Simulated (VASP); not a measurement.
Lu3F2:

```
CELL_PARAMETERS angstrom
4.54924 0.00000 0.00000
0.00000 4.54924 0.00000
0.00000 0.00000 4.54924
ATOMIC_POSITIONS crystal
Lu 0.50000 0.00000 0.00000
Lu 0.00000 0.50000 0.00000
Lu 0.00000 0.00000 0.50000
F 0.00000 0.00000 0.00000
F 0.50000 0.50000 0.50000
```

The cell was generated, and may not be a known phase.

```yaml
Program: VASP 6.6.1
Task: relaxation of cell and atoms
Functional: PBE
Potentials_or_basis: VASP PAW PBE potentials, release 64 (Lu, F)
Cutoff: 600 eV
k_mesh: 4 × 4 × 4
Occupations: gaussian, width 0.1 eV
Spin: no spin polarisation
```

At the start: pressure 10.8 GPa; volume 18.83 Å³/atom.

Task: How do energy, volume and symmetry change on relaxing?

Result: Over 4 steps the energy falls by 113.8 meV/atom and the volume is 22.88 Å³/atom (+21.5 %); space group Pm-3m (No. 221, to 0.1 Å) before and after.

The path:
| step | energy change (eV) | largest force (eV/Å) | pressure (GPa) | volume (Å³) |
| --- | --- | --- | --- | --- |
| 1 | 0.0000 | 0.0000 | 10.82 | 94.15 |
| 2 | -0.5653 | 0.0000 | 0.69 | 112.56 |
| 3 | -0.5680 | 0.0000 | -0.33 | 115.31 |
| 4 | -0.5690 | 0.0000 | 0.00 | 114.40 |

Final structure:
```yaml
crystal:
  lattice:
    - [4.85448, 0.00000, 0.00000]
    - [0.00000, 4.85448, 0.00000]
    - [0.00000, 0.00000, 4.85448]
  atoms:
    - { symbol: Lu, position: [0.50000, 0.00000, 0.00000] }
    - { symbol: Lu, position: [0.00000, 0.50000, 0.00000] }
    - { symbol: Lu, position: [0.00000, 0.00000, 0.50000] }
    - { symbol: F, position: [0.00000, 0.00000, 0.00000] }
    - { symbol: F, position: [0.50000, 0.50000, 0.50000] }
```

Caveat: the volume moved by over 15 % at a fixed basis, so the end points are rough.
